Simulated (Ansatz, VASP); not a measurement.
Si3Ru: VASP beside Ansatz

```
Si Ru
1.0
     5.23717    0.00000    0.00000
    -2.61858    4.53552    0.00000
     0.00000    0.00000    4.61941
Si Ru
6 2
Direct
  0.83013 0.66025 0.25000
  0.16987 0.83013 0.75000
  0.33975 0.16987 0.25000
  0.16987 0.33975 0.75000
  0.83013 0.16987 0.25000
  0.66025 0.83013 0.75000
  0.33333 0.66667 0.25000
  0.66667 0.33333 0.75000
```

Alike in both runs: functional PBE; k mesh 6 × 6 × 4; occupations gaussian, width 0.1 eV; no spin polarisation.

Ansatz relaxed the structure, and its values are those at the end. VASP's run is a single point on that final structure, the one shown.

|  | VASP | Ansatz |
| --- | --- | --- |
| version | VASP 6.6.1 | Ansatz 0.2.0 |
| potentials or method | VASP PAW PBE potentials, release 64 (Si, Ru_pv), cutoff 520 eV | scalar-relativistic, plane waves, PAW |
| valence electrons in the cell | 52 | 56 |

|  | VASP | Ansatz | Ansatz less VASP |
| --- | --- | --- | --- |
| gap on the k mesh at the Fermi level (eV) | none | none | - |
| pressure (GPa) | -0.1 | -0.1 | +0.05 |

A gap of «none» marks a metal or a gap that the smearing closes. VASP's potentials hold 52 valence electrons a cell and Ansatz's 56, so a difference there can come from the potentials and not from the codes.
